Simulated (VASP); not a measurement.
SnO, 4 atoms in the cell. The structure is orthorhombic, space group Pmn2_1 (No. 31). The conventional cell has a = 3.377 Å, b = 5.712 Å, c = 4.250 Å, α = 90.00°, β = 90.00°, γ = 90.00°. Sn (site symmetry m) has 3 O at 2.17 Å within 2.9 Å. O (site symmetry m) has 3 Sn at 2.17 Å and 4 O at 2.98 Å within 3.0 Å. 

```yaml
Program: VASP 6.6.1
Task: single point
Functional: LDA
Potentials_or_basis: VASP PAW LDA potentials, release 64 (Sn_d, O)
Cutoff: 520 eV
k_mesh: 8 × 5 × 6
Occupations: fermi-dirac, width 0.05 eV
Spin: no spin polarisation
Dipole_correction: no
Further_INCAR_settings: ALGO = Normal; EDIFF = 1e-06; NBANDS = 28
```

Potentials or basis: VASP PAW LDA potentials, release 64 (Sn_d, O).

Run with:

```bash
$ cat potpaw_LDA.64/Sn_d/POTCAR potpaw_LDA.64/O/POTCAR > POTCAR
$ mpirun -np 1 vasp_std > vasp.out
```

Hardware: 1 thread of AMD EPYC 9R45 96-Core Processor (Zen 5), on a shared host.

How long does it take, and how much memory?

It took 55 s on 1 thread of AMD EPYC 9R45 96-Core Processor (Zen 5), on a shared host, peak memory 0.2 GiB. Counts: scf iterations 14, k points 60.
